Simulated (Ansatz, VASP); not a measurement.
One calculation of NaI, two programs

```
Na I
1.0
     4.80627   -0.00180   -0.02311
    -0.00167    4.42239    0.00423
    -0.03899    0.00772    8.11531
Na I
2 2
Cartesian
  1.1810 2.3298 2.2441
  3.5613 2.2911 5.8641
  1.1849 -0.0833 5.9687
  3.6057 -0.1034 2.1118
```

Change from the starting cell: all atoms moved at random, cell strained at random.

Alike in both runs: task single point; functional PBEsol; k mesh 6 × 6 × 4; occupations gaussian, width 0.02 eV; no spin polarisation.

```csv
,VASP,Ansatz
version,VASP 6.6.1,Ansatz 0.2.0
potentials or method,"VASP PAW PBE potentials, release 64 (Na_pv, I), cutoff 520 eV","scalar-relativistic, plane waves, PAW"
valence electrons in the cell,28,52
```

|  | VASP | Ansatz | Ansatz less VASP |
| --- | --- | --- | --- |
| gap on the k mesh at the Fermi level (eV) | 2.57 | 2.57 | +0.002 |
| least direct gap on the mesh (eV) | 2.75 | 2.75 | +0.002 |
| pressure (GPa) | -1.4 | -1.4 | -0.02 |
| traceless stress, the component that is largest in VASP (GPa) | 0.80 | 0.81 | +0.016 |
| rms of the force components (eV/Å) | 0.060 | 0.059 | -0.0014 |

VASP's potentials were made for PBE, not for PBEsol. Atom by atom the forces differ by 0.002 eV/Å (rms over components). With one functional, cell and mesh, what is left measures potentials, basis and numerics. VASP's potentials hold 28 valence electrons a cell and Ansatz's 52, so a difference there can come from the potentials and not from the codes.

Spin-orbit coupling is off throughout.
